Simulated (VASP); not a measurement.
# SnSe in VASP: a series of runs

SnSe is run at these levels: r2SCANh, PBE0; tasks: single point.

All numbers are computed with VASP 6.6.1; they aren't measurements. Logs are shortened: lines on timing, memory, paths and dates and some standing lists are left out, and cuts for length are marked.

### Step 1. The cell of the first run

The cell holds a slab with vacuum, 4 atoms: a = 4.285 Å, b = 4.285 Å, c = 10.991 Å, α = 90.00°, β = 90.00°, γ = 90.00°.

### Step 2. Single point, r2SCANh

Input file POSCAR:

```
SnSe
1.0
    4.2853270000      0.0000000000      0.0000000000
    0.0000000000      4.2853270000      0.0000000000
    0.0000000000      0.0000000000     10.9906920000
Sn Se
2 2
Direct
    0.5000000000      0.0000000000      0.3722290000
    0.0000000000      0.5000000000      0.6277710000
    0.5000000000      0.0000000000      0.6160390000
    0.0000000000      0.5000000000      0.3839610000
```

Input file INCAR.step1:

```
SYSTEM = SnSe
PREC = Accurate
ENCUT = 440
EDIFF = 1E-5
ISMEAR = 0
SIGMA = 0.01
LREAL = .FALSE.
LASPH = .TRUE.
NELM = 120
ALGO = Normal
ISIF = 2
LWAVE = .TRUE.
LCHARG = .FALSE.
NBANDS = 28
GGA = PE
GGA_COMPAT = .FALSE.
```

Input file INCAR.step2:

```
SYSTEM = SnSe
PREC = Accurate
ENCUT = 440
EDIFF = 1E-6
ISMEAR = 0
SIGMA = 0.01
LREAL = .FALSE.
LASPH = .TRUE.
NELM = 120
ALGO = Normal
ISIF = 2
LWAVE = .FALSE.
LCHARG = .FALSE.
METAGGA = R2SCAN
LHFCALC = .TRUE.
AEXX = 0.1
LMIXTAU = .TRUE.
PRECFOCK = Normal
NBANDS = 28
ISTART = 1
GGA_COMPAT = .FALSE.
```

Input file KPOINTS:

```
regular mesh
0
G
  4 4 2
  0 0 0
```

Potentials or basis: VASP PAW PBE potentials, release 64 (Sn_d, Se).

Command:

```sh
$ cat potpaw_PBE.64/Sn_d/POTCAR potpaw_PBE.64/Se/POTCAR > POTCAR
$ cp INCAR.step1 INCAR
$ mpirun -np 1 vasp_std > vasp.out
$ cp INCAR.step2 INCAR
$ mpirun -np 1 vasp_std > vasp.out
```

OUTCAR:

```text
SYSTEM = SnSe
   PREC = Accurate
   ENCUT = 440
   EDIFF = 1E-6
   ISMEAR = 0
   LREAL = .FALSE.
   LASPH = .TRUE.
   NELM = 120
   ISIF = 2
   METAGGA = R2SCAN
   LHFCALC = .TRUE.
   AEXX = 0.1
   PRECFOCK = Normal
   ISTART = 1

 ion  position               nearest neighbor table
   1  0.500  0.000  0.372-   3 2.68   4 3.03   4 3.03   4 3.03   4 3.03
   2  0.000  0.500  0.628-   4 2.68   3 3.03   3 3.03   3 3.03   3 3.03
   3  0.500  0.000  0.616-   1 2.68   2 3.03   2 3.03   2 3.03   2 3.03
   4  0.000  0.500  0.384-   2 2.68   1 3.03   1 3.03   1 3.03   1 3.03

  LATTYP: Found a simple tetragonal cell.
 ALAT       =     4.2853270000
 C/A-ratio  =     2.5647265658

  Lattice vectors:

 A1 = (   4.2853270000,   0.0000000000,   0.0000000000)
 A2 = (   0.0000000000,   4.2853270000,   0.0000000000)
 A3 = (   0.0000000000,   0.0000000000,  10.9906920000)

Analysis of symmetry for initial positions (statically):
=====================================================================
 Subroutine PRICEL returns:
 Original cell was already a primitive cell.

 Routine SETGRP: Setting up the symmetry group for a
 simple tetragonal supercell.

 Subroutine GETGRP returns: Found 16 space group operations
 (whereof  8 operations were pure point group operations)
 out of a pool of 16 trial point group operations.

The static configuration has the point symmetry D_2d.
 The point group associated with its full space group is D_4h.

Analysis of symmetry for dynamics (positions and initial velocities):
=====================================================================
 Subroutine PRICEL returns:
 Original cell was already a primitive cell.

 Routine SETGRP: Setting up the symmetry group for a
 simple tetragonal supercell.

 Subroutine GETGRP returns: Found 16 space group operations
 (whereof  8 operations were pure point group operations)
 out of a pool of 16 trial point group operations.

The dynamic configuration has the point symmetry D_2d.
 The point group associated with its full space group is D_4h.

 Subroutine INISYM returns: Found 16 space group operations
 (whereof  8 operations are pure point group operations),
 and found     1 'primitive' translations

----------------------------------------------------------------------------------------

                                     Primitive cell

  volume of cell :     201.8334
[... 86 lines left out ...]
   ISIF   =      2    stress and relaxation
   ISYM   =      3    0-nonsym 1-usesym 2-fastsym
   POTIM  = 0.5000    time-step for ionic-motion
   TEBEG  =    0.0;   TEEND  =   0.0 temperature during run
   PSTRESS=    0.0 pullay stress
   NELECT =      40.0000    total number of electrons
   NUPDOWN=      -1.0000    fix difference up-down
   EMIN   =  10.00;   EMAX   =-10.00  energy-range for DOS
   EFERMI =   0.00;   METHOD = LEGACY
   ISMEAR =     0;   SIGMA  =   0.01  broadening in eV -4-tet -1-fermi 0-gaus
   EFERMI_NEDOS =   21; number of points for ismear=-14 and -15
   IALGO  =     38    algorithm
   IMIX   =      1    mixing-type and parameters
     AMIX     =   0.40;   BMIX     =  1.00
     AMIX_MAG =   1.60;   BMIX_MAG =  1.00
  volume/ion in A,a.u.               =      50.46       340.51
  Fermi-wavevector in a.u.,A,eV,Ry     =   0.954473  1.803693 12.395173  0.911020
  Thomas-Fermi vector in A             =   2.083223
   LORBIT       =      0    0 simple, 1 ext, 2 COOP (PROOUT), +10 PAW based schemes
   METAGGA = R2SCAN    functional components
   LHFCALC =     T    Hartree Fock is set to
   PRECFOCK=normal    Normal, Fast or Accurate (Low or Medium for compatibility)
   ENCUT4O =  -1.0   cutoff for four orbital integrals eV
   NKREDX  =     1    reduce k-point grid by
   NKREDY  =     1    reduce k-point grid by
   NKREDZ  =     1    reduce k-point grid by
   AEXX    =    0.1000 exact exchange contribution
   HFSCREEN=    0.0000 screening length (either q_TF or 0.3 A-1)
   HFSCREENC=   0.0000 screening length for correlation (either q_TF or 0.3 A-1)
   ENCUTFOCK=  -1.0 apply spherical cutoff to Coloumb kernel
   IVDW    =     0    specifies the selected vdW correction
   LEPSILON=     F    determine dielectric tensor
   LRPA    =     F    only Hartree local field effects (RPA)
 non-spin polarized calculation
 Gauss-broadening in eV      SIGMA  =   0.01
  energy-cutoff  :      440.00
  volume of cell :      201.83
 maximum number of plane-waves:      4262
 NGX is ok and might be reduce to    30
  NGX = 24; NGY = 24; NGZ = 60

 number of electron      40.0000033 magnetization

 Free energy of the ion-electron system (eV)
  ---------------------------------------------------
  ext. energy  EPLUGINS =         0.00000000
  ---------------------------------------------------
  free energy    TOTEN  =       -75.51017077 eV

  energy without entropy =      -75.51017077  energy(sigma->0) =      -75.51017077

 E-fermi :   0.1587     XC(G=0):  -5.6528

 val. band max:        0.0963700975   @ k =   0.5000   0.0000   0.0000
 cond. band min:       2.4334277094   @ k =   0.0000   0.0000   0.5000
 fundamental gap:      2.3370576119
 Fermi energy:         0.1586798093

 k-point     1 :       0.0000    0.0000    0.0000
  band No.  band energies     occupation
      1     -22.3664      2.00000
      2     -22.3647      2.00000
      3     -22.3609      2.00000
      4     -22.3577      2.00000
      5     -22.3401      2.00000
      6     -22.3077      2.00000
[... 361 lines left out ...]
     27       7.8120      0.00000
     28       7.8120      0.00000

------------------------ aborting loop because EDIFF is reached ----------------------------------------

  FORCE on cell =-STRESS in cart. coord.  units (eV):
  Direction    XX          YY          ZZ          XY          YZ          ZX
  --------------------------------------------------------------------------------------
  -------------------------------------------------------------------------------------
  Total       -0.2100476     -0.2100476     -0.6410084      0.0000000      0.0000000      0.0000000
  in kB       -1.6673827     -1.6673827     -5.0884010      0.0000000      0.0000000      0.0000000
  external PRESSURE =      -2.8077221 kB  Pullay stress =       0.0000000 kB

 VOLUME and BASIS-vectors are now :
 -----------------------------------------------------------------------------
  energy-cutoff  :      440.00
  volume of cell :      201.83
      direct lattice vectors                 reciprocal lattice vectors
     4.285327000  0.000000000  0.000000000     0.233354421  0.000000000  0.000000000
     0.000000000  4.285327000  0.000000000     0.000000000  0.233354421  0.000000000
     0.000000000  0.000000000 10.990692000     0.000000000  0.000000000  0.090986082

 POSITION                                       TOTAL-FORCE (eV/Angst)
 -----------------------------------------------------------------------------------
      2.14266      0.00000      4.09105         0.000000     -0.000000      0.077309
      0.00000      2.14266      6.89964         0.000000      0.000000     -0.077309
      2.14266      0.00000      6.77069         0.000000      0.000000     -0.145769
      0.00000      2.14266      4.22000         0.000000     -0.000000      0.145769
 -----------------------------------------------------------------------------------
    total drift:                               -0.000000     -0.000000     -0.000000

  FREE ENERGIE OF THE ION-ELECTRON SYSTEM (eV)
  ---------------------------------------------------
  free  energy   TOTEN  =       -75.5101707662 eV

  energy  without entropy=      -75.5101707662  energy(sigma->0) =      -75.51017077
```

Run time: 62 min. Hardware: 1 thread of Intel Xeon Platinum 8488C (Sapphire Rapids), shared host; peak memory 0.36 GiB.

Results:

* Free energy: -75.5102 eV
* Largest force: 0.146 eV/Å
* Band gap on the k mesh: 2.34 eV (least direct gap 2.36 eV)

Forces in eV/Å, atoms in the order of the input:
```
Sn   0.000  0.000  0.077
Sn   0.000  0.000 -0.077
Se   0.000  0.000 -0.146
Se   0.000  0.000  0.146
```

Caveat: there is no dipole correction, which matters where the two faces differ; the PAW data sets were made with another functional, which shifts forces and pressure a little; spin-orbit coupling is left out, which moves the levels of the heavy elements.

### Step 3. Single point, PBE0

POSCAR is that of step 2.

Input file INCAR.step1:

```
SYSTEM = SnSe
  PREC = Accurate
  ENCUT = 400
  EDIFF = 1E-5
  ISMEAR = 0
  SIGMA = 0.01
  LREAL = .FALSE.
  LASPH = .TRUE.
  NELM = 120
  ALGO = Normal
  ISIF = 2
  LWAVE = .TRUE.
  NBANDS = 28
  GGA = PE
  GGA_COMPAT = .FALSE.
```

Input file INCAR.step2:

```
SYSTEM = SnSe
  PREC = Accurate
  ENCUT = 400
  EDIFF = 1E-6
  ISMEAR = 0
  SIGMA = 0.01
  LREAL = .FALSE.
  LASPH = .TRUE.
  NELM = 120
  ALGO = Normal
  ISIF = 2
  LWAVE = .FALSE.
  LCHARG = .TRUE.
  GGA = PE
  LHFCALC = .TRUE.
  AEXX = 0.25
  PRECFOCK = Normal
  LELF = .TRUE.
  LVHAR = .TRUE.
  NBANDS = 28
  ISTART = 1
  GGA_COMPAT = .FALSE.
```

KPOINTS is that of step 2.

Potentials or basis: VASP PAW PBE potentials, release 64 (Sn_d, Se).

Command:

```sh
$ cat potpaw_PBE.64/Sn_d/POTCAR potpaw_PBE.64/Se/POTCAR > POTCAR
$ cp INCAR.step1 INCAR
$ mpirun -np 1 vasp_std > vasp.out
$ cp INCAR.step2 INCAR
$ mpirun -np 1 vasp_std > vasp.out
```

OUTCAR:

```text
SYSTEM = SnSe
   PREC = Accurate
   ENCUT = 400
   EDIFF = 1E-6
   ISMEAR = 0
   LREAL = .FALSE.
   LASPH = .TRUE.
   NELM = 120
   ISIF = 2
   GGA = PE
   LHFCALC = .TRUE.
   AEXX = 0.25
   PRECFOCK = Normal
   ISTART = 1

 ion  position               nearest neighbor table
   1  0.500  0.000  0.372-   3 2.68   4 3.03   4 3.03   4 3.03   4 3.03
   2  0.000  0.500  0.628-   4 2.68   3 3.03   3 3.03   3 3.03   3 3.03
   3  0.500  0.000  0.616-   1 2.68   2 3.03   2 3.03   2 3.03   2 3.03
   4  0.000  0.500  0.384-   2 2.68   1 3.03   1 3.03   1 3.03   1 3.03

  LATTYP: Found a simple tetragonal cell.
 ALAT       =     4.2853270000
 C/A-ratio  =     2.5647265658

  Lattice vectors:

 A1 = (   4.2853270000,   0.0000000000,   0.0000000000)
 A2 = (   0.0000000000,   4.2853270000,   0.0000000000)
 A3 = (   0.0000000000,   0.0000000000,  10.9906920000)

Analysis of symmetry for initial positions (statically):
=====================================================================
 Subroutine PRICEL returns:
 Original cell was already a primitive cell.

[... 168 lines left out ...]

  energy without entropy =      -21.48695958  energy(sigma->0) =      -21.48695958

 E-fermi :  -0.0608     XC(G=0):  -4.7546

 val. band max:       -0.1569129139   @ k =   0.5000   0.0000   0.0000
 cond. band min:       2.6662546174   @ k =   0.0000   0.0000   0.5000
 fundamental gap:      2.8231675313
 Fermi energy:        -0.0607935692

 k-point     1 :       0.0000    0.0000    0.0000
  band No.  band energies     occupation
      1     -23.3627      2.00000
      2     -23.3609      2.00000
      3     -23.3571      2.00000
      4     -23.3541      2.00000
      5     -23.3326      2.00000
      6     -23.3022      2.00000
[... 361 lines left out ...]
     27       8.1655      0.00000
     28       8.1655      0.00000

------------------------ aborting loop because EDIFF is reached ----------------------------------------

  FORCE on cell =-STRESS in cart. coord.  units (eV):
  Direction    XX          YY          ZZ          XY          YZ          ZX
  --------------------------------------------------------------------------------------
  -------------------------------------------------------------------------------------
  Total       -0.2587762     -0.2587762     -0.6297278      0.0000000      0.0000000      0.0000000
  in kB       -2.0541967     -2.0541967     -4.9988543      0.0000000      0.0000000      0.0000000
  external PRESSURE =      -3.0357492 kB  Pullay stress =       0.0000000 kB

 VOLUME and BASIS-vectors are now :
 -----------------------------------------------------------------------------
  energy-cutoff  :      400.00
  volume of cell :      201.83
      direct lattice vectors                 reciprocal lattice vectors
     4.285327000  0.000000000  0.000000000     0.233354421  0.000000000  0.000000000
     0.000000000  4.285327000  0.000000000     0.000000000  0.233354421  0.000000000
     0.000000000  0.000000000 10.990692000     0.000000000  0.000000000  0.090986082

 POSITION                                       TOTAL-FORCE (eV/Angst)
 -----------------------------------------------------------------------------------
      2.14266      0.00000      4.09105         0.000000      0.000000      0.097453
      0.00000      2.14266      6.89964        -0.000000     -0.000000     -0.097453
      2.14266      0.00000      6.77069        -0.000000      0.000000     -0.100637
      0.00000      2.14266      4.22000        -0.000000      0.000000      0.100637
 -----------------------------------------------------------------------------------
    total drift:                                0.000001     -0.000001      0.000000

  FREE ENERGIE OF THE ION-ELECTRON SYSTEM (eV)
  ---------------------------------------------------
  free  energy   TOTEN  =       -21.4869595785 eV

  energy  without entropy=      -21.4869595785  energy(sigma->0) =      -21.48695958
```

OSZICAR.step1:

```text
N       E                     dE             d eps       ncg     rms          rms(c)
DAV:   1     0.313702724635E+03    0.31370E+03   -0.16804E+04   720   0.125E+03
DAV:   2     0.231034740767E+02   -0.29060E+03   -0.28215E+03   744   0.325E+02
DAV:   3    -0.152489125872E+02   -0.38352E+02   -0.38029E+02   864   0.133E+02
DAV:   4    -0.167476487754E+02   -0.14987E+01   -0.14957E+01   800   0.291E+01
DAV:   5    -0.167902625462E+02   -0.42614E-01   -0.42611E-01   868   0.488E+00    0.456E+00
DAV:   6    -0.163225450530E+02    0.46772E+00   -0.10315E+00   900   0.518E+00    0.284E+00
DAV:   7    -0.163001561045E+02    0.22389E-01   -0.30165E-01   824   0.216E+00    0.123E+00
DAV:   8    -0.162891792810E+02    0.10977E-01   -0.33002E-02   800   0.117E+00    0.242E-01
DAV:   9    -0.162851760103E+02    0.40033E-02   -0.58497E-03   788   0.457E-01    0.123E-01
DAV:  10    -0.162833503257E+02    0.18257E-02   -0.33857E-03   728   0.207E-01    0.487E-02
DAV:  11    -0.162841324019E+02   -0.78208E-03   -0.12633E-03   736   0.124E-01    0.581E-02
DAV:  12    -0.162853912828E+02   -0.12589E-02   -0.40678E-04   592   0.793E-02    0.168E-02
DAV:  13    -0.162853859527E+02    0.53300E-05   -0.23977E-05   620   0.286E-02
   1 F= -.16285386E+02 E0= -.16285386E+02  d E =-.117702E-13
```

It took 53 min on 1 thread of AMD EPYC 7R43 (Zen 3), shared host; peak memory 0.26 GiB.

Results:

- Free energy: -21.4870 eV
- Largest force: 0.101 eV/Å
- Band gap on the k mesh: 2.82 eV

Forces on the atoms (eV/Å):
```
Sn   0.000  0.000  0.097
Sn   0.000  0.000 -0.097
Se   0.000  0.000 -0.101
Se   0.000  0.000  0.101
```

Levels at points of the mesh, in eV from the valence-band top:
| k point | band 16 | band 17 | band 18 | band 19 | band 20 | band 21 | band 22 | band 23 | band 24 | band 25 |
| --- | --- | --- | --- | --- | --- | --- | --- | --- | --- | --- |
| (0.00, 0.00, 0.00) | -3.33 | -3.33 | -1.85 | -1.85 | -0.26 | 3.03 | 4.86 | 5.16 | 6.10 | 6.10 |
| (0.50, 0.00, 0.00) | -2.50 | -1.65 | -1.65 | 0.00 | 0.00 | 2.82 | 2.82 | 3.47 | 3.47 | 4.67 |
| (0.50, 0.50, 0.00) | -5.28 | -3.50 | -3.50 | -1.81 | -1.81 | 5.25 | 5.25 | 6.13 | 6.13 | 6.63 |
| (0.00, 0.00, 0.50) | -3.33 | -3.33 | -1.85 | -1.85 | -0.26 | 2.82 | 5.16 | 6.09 | 6.10 | 6.10 |
| (0.50, 0.00, 0.50) | -2.50 | -1.65 | -1.65 | 0.00 | 0.00 | 2.83 | 2.83 | 3.47 | 3.47 | 4.55 |
| (0.50, 0.50, 0.50) | -5.28 | -3.50 | -3.50 | -1.81 | -1.81 | 5.20 | 5.20 | 6.21 | 6.21 | 6.57 |

Caveat: there is no dipole correction, which matters where the two faces differ; the PAW data sets were made with another functional, which shifts forces and pressure a little; spin-orbit coupling is left out, which moves the levels of the heavy elements.
